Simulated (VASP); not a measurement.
# Sb (Cmcm) in VASP: a series of runs, part 2 of 2

VASP 6.6.1. The steps go on from the part before.

### 3 Single point, PBEsol (strain +0.0300 x Voigt [1, -1, 0, 0, 0, 0])

The input, INCAR:

```
PREC = Accurate ; ENCUT = 520
EDIFF = 1E-6 ; ISMEAR = 0
SIGMA = 0.15 ; LREAL = False
LASPH = True ; NELM = 80
ALGO = Normal ; ISIF = 2
LWAVE = False ; LCHARG = True
GGA = PS ; LELF = True
LVHAR = True ; NBANDS = 12
```

The input, KPOINTS:

```
regular mesh
0
Gamma
  18 18 10
```

The input, POSCAR:

```
Sb
1.0
    3.4700701849      0.0000000000      0.0000000000
   -1.7350350925      2.8301105486      0.0000000000
    0.0000000000      0.0000000000      5.3300000000
Sb
2
Direct
    0.3333333333      0.6666666667      0.2500000000
    0.6666666667      0.3333333333      0.7500000000
```

Potentials or basis: VASP PAW PBE potentials, release 64 (Sb).

On the command line:

```console
$ cat potpaw_PBE.64/Sb/POTCAR > POTCAR
$ mpirun -np 1 vasp_std > vasp.out
```

OUTCAR:

```text
PREC = Accurate
   ENCUT = 520
   EDIFF = 1E-6
   ISMEAR = 0
   LREAL = False
   LASPH = True
   NELM = 80
   ISIF = 2
   GGA = PS

 ion  position               nearest neighbor table
   1  0.333  0.667  0.250-   2 3.27   2 3.27   2 3.32   2 3.32   2 3.32   2 3.32
   2  0.667  0.333  0.750-   1 3.27   1 3.27   1 3.32   1 3.32   1 3.32   1 3.32

  Warning from LATTYP: Monoclinic adjustment (A1->A3, A2->A1, A3->A2)!
  LATTYP: Found a base centered orthorhombic cell.
 ALAT       =     3.4700701849
 B/A-ratio  =     1.6311546440
 C/A-ratio  =     1.5359919875

  Lattice vectors:

 A1 = (   1.7350350925,  -2.8301105486,   0.0000000000)
 A2 = (   1.7350350924,   2.8301105486,   0.0000000000)
 A3 = (   0.0000000000,   0.0000000000,   5.3300000000)

Analysis of symmetry for initial positions (statically):
=====================================================================
 Subroutine PRICEL returns:
 Original cell was already a primitive cell.

 Routine SETGRP: Setting up the symmetry group for a
 base centered orthorhombic supercell.

 Subroutine GETGRP returns: Found  8 space group operations
 (whereof  4 operations were pure point group operations)
 out of a pool of  8 trial point group operations.

The static configuration has the point symmetry C_2h.
 The point group associated with its full space group is D_2h.

Analysis of symmetry for dynamics (positions and initial velocities):
=====================================================================
 Subroutine PRICEL returns:
 Original cell was already a primitive cell.

 Routine SETGRP: Setting up the symmetry group for a
 base centered orthorhombic supercell.

 Subroutine GETGRP returns: Found  8 space group operations
 (whereof  4 operations were pure point group operations)
 out of a pool of  8 trial point group operations.

The dynamic configuration has the point symmetry C_2h.
 The point group associated with its full space group is D_2h.

 Subroutine INISYM returns: Found  8 space group operations
 (whereof  4 operations are pure point group operations),
 and found     1 'primitive' translations

----------------------------------------------------------------------------------------

                                     Primitive cell

  volume of cell :      52.3442

  direct lattice vectors                    reciprocal lattice vectors
     3.470070185  0.000000000  0.000000000     0.288178609  0.176671544  0.000000000
    -1.735035092  2.830110549  0.000000000     0.000000000  0.353343088  0.000000000
     0.000000000  0.000000000  5.330000000     0.000000000  0.000000000  0.187617261

  length of vectors
     3.470070185  3.319619329  5.330000000     0.338023291  0.353343088  0.187617261

  position of ions in fractional coordinates (direct lattice)
     0.333333333  0.666666667  0.250000000
     0.666666667  0.333333333  0.750000000

  ion indices of the primitive-cell ions
   primitive index   ion index
                 1           1
                 2           2

----------------------------------------------------------------------------------------

 KPOINTS: regular mesh

Automatic generation of k-mesh.
 Grid dimensions read from file:
 generate k-points for:   18   18   10
[... 45 lines left out ...]
 [... further k-points ...]
   k-points           NKPTS =    546   k-points in BZ     NKDIM =    546   number of bands    NBANDS=     12
   number of dos      NEDOS =    301   number of ions     NIONS =      2
   total plane-waves  NPLWV =  31360
   dimension x,y,z NGX =    28 NGY =   28 NGZ =   40
   dimension x,y,z NGXF=    56 NGYF=   56 NGZF=   80
   ions per type =               2
   NGX,Y,Z   is equivalent  to a cutoff of  13.41, 14.02, 12.48 a.u.
   NGXF,Y,Z  is equivalent  to a cutoff of  26.83, 28.04, 24.95 a.u.
 SYSTEM =  unknown system
   PREC   = accura    normal or accurate (medium, high low for compatibility)
   ISTART =      0    job   : 0-new  1-cont  2-samecut
   ICHARG =      2    charge: 1-file 2-atom 10-const
   ISPIN  =      1    spin polarized calculation?
   LNONCOLLINEAR =      F non collinear calculations
   LSORBIT =      F    spin-orbit coupling
   LASPH  =      T    aspherical Exc in radial PAW
   ENCUT  =  520.0 eV  38.22 Ry    6.18 a.u.   6.45  6.17  9.91*2*pi/ulx,y,z
   NELM   =     80;   NELMIN=  2; NELMDL= -5     # of ELM steps
   EDIFF  = 0.1E-05   stopping-criterion for ELM
   LREAL  =      F    real-space projection
   EDIFFG = 0.1E-04   stopping-criterion for IOM
   NSW    =      0    number of steps for IOM
   IBRION =     -1    ionic relax: 0-MD 1-quasi-New 2-CG
   NFREE  =      0    steps in history (QN), initial steepest desc. (CG)
   ISIF   =      2    stress and relaxation
   ISYM   =      2    0-nonsym 1-usesym 2-fastsym
   POTIM  = 0.5000    time-step for ionic-motion
   TEBEG  =    0.0;   TEEND  =   0.0 temperature during run
   PSTRESS=    0.0 pullay stress
   NELECT =      10.0000    total number of electrons
   NUPDOWN=      -1.0000    fix difference up-down
   EMIN   =  10.00;   EMAX   =-10.00  energy-range for DOS
   EFERMI =   0.00;   METHOD = LEGACY
   ISMEAR =     0;   SIGMA  =   0.15  broadening in eV -4-tet -1-fermi 0-gaus
   EFERMI_NEDOS =   21; number of points for ismear=-14 and -15
   IALGO  =     38    algorithm
   IMIX   =      4    mixing-type and parameters
     AMIX     =   0.40;   BMIX     =  1.00
     AMIX_MAG =   1.60;   BMIX_MAG =  1.00
  volume/ion in A,a.u.               =      26.17       176.62
  Fermi-wavevector in a.u.,A,eV,Ry     =   0.942870  1.781766 12.095635  0.889004
  Thomas-Fermi vector in A             =   2.070522
   LORBIT       =      0    0 simple, 1 ext, 2 COOP (PROOUT), +10 PAW based schemes
   GGA     = PS    functional components
   LHFCALC =     F    Hartree Fock is set to
   AEXX    =    0.0000 exact exchange contribution
   IVDW    =     0    specifies the selected vdW correction
   LEPSILON=     F    determine dielectric tensor
   LRPA    =     F    only Hartree local field effects (RPA)
 non-spin polarized calculation
 Gauss-broadening in eV      SIGMA  =   0.15
  energy-cutoff  :      520.00
  volume of cell :       52.34
 maximum number of plane-waves:      1432
 NGX is ok and might be reduce to    28
   NGX = 13   NGY = 13   NGZ = 19

 number of electron      10.0000001 magnetization

 Free energy of the ion-electron system (eV)
  ---------------------------------------------------
  ext. energy  EPLUGINS =         0.00000000
  ---------------------------------------------------
  free energy    TOTEN  =        -8.68347019 eV

  energy without entropy =       -8.66872073  energy(sigma->0) =       -8.67609546

 E-fermi :   8.7251     XC(G=0): -10.4533

 val. band max:        8.7209714469   @ k =   0.2222   0.3333   0.1000
 cond. band min:       8.7262359277   @ k =   0.1667   0.1111   0.3000
 fundamental gap:      0.0052644808
 Fermi energy:         8.7251466230

 k-point     1 :       0.0000    0.0000    0.0000
  band No.  band energies     occupation
      1      -4.4210      2.00000
      2      -0.1935      2.00000
      3       2.7943      2.00000
      4      11.7661      0.00000
      5      12.3704      0.00000
      6      13.5228      0.00000
      7      14.1390      0.00000
      8      14.7954      0.00000
      9      16.3221      0.00000
     10      17.7163      0.00000
     11      18.1566      0.00000
     12      19.2236      0.00000
[... 331 lines left out ...]
 k-point    24 :      -0.2778    0.0556    0.0000
  band No.  band energies     occupation
      1      -3.3499      2.00000
      2       0.6415      2.00000
      3       3.9094      2.00000
      4       6.6103      2.00000
      5       9.3453      0.00000
      6      10.4799      0.00000
      7      12.3011      0.00000
      8      13.2325      0.00000
      9      15.1736      0.00000
     10      16.6847      0.00000
     11      18.9208      0.00000
     12      19.0339      0.00000

 [... further k-points ...]

------------------------ aborting loop because EDIFF is reached ----------------------------------------

  FORCE on cell =-STRESS in cart. coord.  units (eV):
  Direction    XX          YY          ZZ          XY          YZ          ZX
  --------------------------------------------------------------------------------------
  -------------------------------------------------------------------------------------
  Total        0.0753953     -0.3179841      0.2512313      0.0000000      0.0000000      0.0000000
  in kB        2.3077345     -9.7330081      7.6898060      0.0000000      0.0000000      0.0000000
  external PRESSURE =       0.0881774 kB  Pullay stress =       0.0000000 kB

 VOLUME and BASIS-vectors are now :
 -----------------------------------------------------------------------------
  energy-cutoff  :      520.00
  volume of cell :       52.34
      direct lattice vectors                 reciprocal lattice vectors
     3.470070185  0.000000000  0.000000000     0.288178609  0.176671544  0.000000000
    -1.735035092  2.830110549  0.000000000     0.000000000  0.353343088  0.000000000
     0.000000000  0.000000000  5.330000000     0.000000000  0.000000000  0.187617261

 POSITION                                       TOTAL-FORCE (eV/Angst)
 -----------------------------------------------------------------------------------
     -0.00000      1.88674      1.33250         0.000000     -0.048123      0.000000
      1.73504      0.94337      3.99750        -0.000000      0.048123      0.000000
 -----------------------------------------------------------------------------------
    total drift:                               -0.000000      0.000000     -0.000000

  FREE ENERGIE OF THE ION-ELECTRON SYSTEM (eV)
  ---------------------------------------------------
  free  energy   TOTEN  =        -8.6834701944 eV

  energy  without entropy=       -8.6687207288  energy(sigma->0) =       -8.67609546
```

OSZICAR:

```text
N       E                     dE             d eps       ncg     rms          rms(c)
DAV:   1     0.329120871223E+02    0.32912E+02   -0.36255E+03 13104   0.666E+02
DAV:   2    -0.695894614201E+01   -0.39871E+02   -0.38589E+02 17456   0.108E+02
DAV:   3    -0.868309588409E+01   -0.17241E+01   -0.16976E+01 16244   0.249E+01
DAV:   4    -0.869662013452E+01   -0.13524E-01   -0.13520E-01 14880   0.265E+00
DAV:   5    -0.869676087278E+01   -0.14074E-03   -0.14074E-03 15676   0.300E-01    0.246E+00
DAV:   6    -0.868818045937E+01    0.85804E-02   -0.35151E-03 14548   0.283E-01    0.140E+00
DAV:   7    -0.868347927008E+01    0.47012E-02   -0.67649E-03 13592   0.392E-01    0.373E-02
DAV:   8    -0.868347009213E+01    0.91779E-05   -0.86853E-05 15924   0.676E-02    0.146E-02
DAV:   9    -0.868347019436E+01   -0.10223E-06   -0.15264E-06 11020   0.979E-03
   1 F= -.86834702E+01 E0= -.86760955E+01  d E =-.147495E-01
```

stdout:

```text
POSCAR found type information on POSCAR Sb
 POSCAR found :  1 types and       2 ions
 scaLAPACK will be used
 -----------------------------------------------------------------------------
|                                                                             |
|                                                                             |
|     You enforced a specific xc type in the INCAR file but a different       |
|     I HOPE YOU KNOW WHAT YOU ARE DOING!                                     |
|                                                                             |
 -----------------------------------------------------------------------------

 LDA part: xc-table for (Slater+PW92), standard interpolation
 POSCAR, INCAR and KPOINTS ok, starting setup
 FFT: planning ... GRIDC
 FFT: planning ... GRID_SOFT
 FFT: planning ... GRID
 WAVECAR not read
 entering main loop
```

Run time: 4.2 min. Hardware: 1 thread of Intel Xeon 8259CL, shared host; peak memory 0.41 GiB.

Results:

```
Free energy            : -8.6835 eV
Pressure               : 0.0 GPa
Largest force          : 0.048 eV/Å
Band gap on the k mesh : zero (bands 5 and 6 overlap by 7.22 eV)
```

Forces in eV/Å, atoms in the order of the input:
```
Sb   0.000 -0.048  0.000
Sb   0.000  0.048  0.000
```

Caveat: the cell differs from its parent crystal (strain +0.0300 x Voigt [1, -1, 0, 0, 0, 0]); the PAW data sets were made with another functional, which shifts forces and pressure a little; spin-orbit coupling is left out, which moves the levels of the heavy elements.
